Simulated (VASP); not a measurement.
Here is a VASP 6.6.1 calculation.

INCAR

```
SYSTEM = O
  ALGO = Normal
  EDIFF = 1E-7
  ENCUT = 520
  GGA = PS
  ISIF = 2
  ISMEAR = -1
  LASPH = .True.
  LCHARG = .True.
  LELF = .True.
  LREAL = .False.
  LVHAR = .True.
  LWAVE = .False.
  NBANDS = 13
  NELM = 80
  PREC = Accurate
  SIGMA = 0.05
```

The input KPOINTS:

```
k-points
0
Gamma
  9 9 9
  0 0 0
```

The input POSCAR:

```
O
1.0
    1.1512251594      0.6646601557      3.3902709152
   -1.1512251594      0.6646601557      3.3902709152
    0.0000000000     -1.3293203114      3.3902709152
O
2
Direct
    0.0588613103      0.0588613103      0.0588613103
    0.9411386897      0.9411386897      0.9411386897
```

Potentials or basis: VASP PAW PBE potentials, release 64 (O).

Command:

```bash
$ cat potpaw_PBE.64/O/POTCAR > POTCAR
$ mpirun -np 1 vasp_std > vasp.out
```

(1) Predict the band gap on the k mesh.

(2) What does it give for the largest force?

(3) What does it give for the pressure?

## Answers

(1) zero (bands 6 and 7 overlap by 3.44 eV).

(2) 1.595 eV/Å.

(3) 26.0 GPa.

Caveat: the standard files for N, O and F lose accuracy on very short bonds; spin is off for a triplet molecule; the cell stands under pressure; this functional lacks dispersion, which holds the molecules together, so the pressure and a relaxed volume are unreliable; the PAW data sets were made with another functional, which shifts forces and pressure a little.
